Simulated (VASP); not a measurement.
A run of VASP 6.6.1 is set up as follows.

The input POSCAR:

```
BaTiO3
1.0
    3.9787870000      0.0000000000      0.0000000000
    0.0113180000      3.9787670000      0.0000000000
    0.0113180000      0.0112880000      3.9787570000
Ba Ti O
1 1 3
Direct
    0.0000000000      0.0000000000      0.0000000000
    0.4845000000      0.4845000000      0.4845000000
    0.5086000000      0.5086000000      0.0175000000
    0.0175000000      0.5086000000      0.5086000000
    0.5086000000      0.0175000000      0.5086000000
```

INCAR.step1

```
PREC = Accurate
ENCUT = 520
EDIFF = 1E-5
ISMEAR = -1
SIGMA = 0.0782
LREAL = F
LASPH = T
NELM = 200
ALGO = Normal
ISIF = 2
LWAVE = T
LCHARG = F
ISPIN = 2
MAGMOM = 0 1 0 0 0
LORBIT = 11
LMAXMIX = 4
NBANDS = 32
GGA = PE
GGA_COMPAT = F
```

INCAR.step2

```
PREC = Accurate
ENCUT = 520
EDIFF = 1E-6
ISMEAR = -1
SIGMA = 0.0782
LREAL = F
LASPH = T
NELM = 200
ALGO = Normal
ISIF = 2
LWAVE = F
LCHARG = F
ISPIN = 2
MAGMOM = 0 1 0 0 0
LORBIT = 11
LMAXMIX = 4
GGA = PE
LHFCALC = T
AEXX = 0.25
PRECFOCK = Normal
NBANDS = 32
ISTART = 1
GGA_COMPAT = F
```

Contents of KPOINTS:

```
Automatic mesh
0
Gamma
  3 3 3
```

Potentials or basis: VASP PAW PBE potentials, release 64 (Ba_sv, Ti_sv, O).

Command:

```bash
$ cat potpaw_PBE.64/Ba_sv/POTCAR potpaw_PBE.64/Ti_sv/POTCAR potpaw_PBE.64/O/POTCAR > POTCAR
$ cp INCAR.step1 INCAR
$ mpirun -np 1 vasp_std > vasp.out
$ cp INCAR.step2 INCAR
$ mpirun -np 1 vasp_std > vasp.out
```

Q: What does it give for the largest force?

A: 0.142 eV/Å.

Q: Predict the band gap on the k mesh.

A: 4.99 eV (least direct gap 5.06 eV).

Q: Predict the pressure.

A: 5.0 GPa.

Forces in eV/Å, atoms in the order of the input:
```
Ba  -0.077 -0.077 -0.077
Ti  -0.082 -0.082 -0.082
O    0.078  0.077  0.004
O    0.004  0.078  0.077
O    0.078  0.004  0.077
```

Caveat: the k points lie up to 0.53 Å⁻¹ apart; the PAW data sets were made with another functional, which shifts forces and pressure a little; spin-orbit coupling is left out, which moves the levels of the heavy elements. A k mesh can miss the band edges.
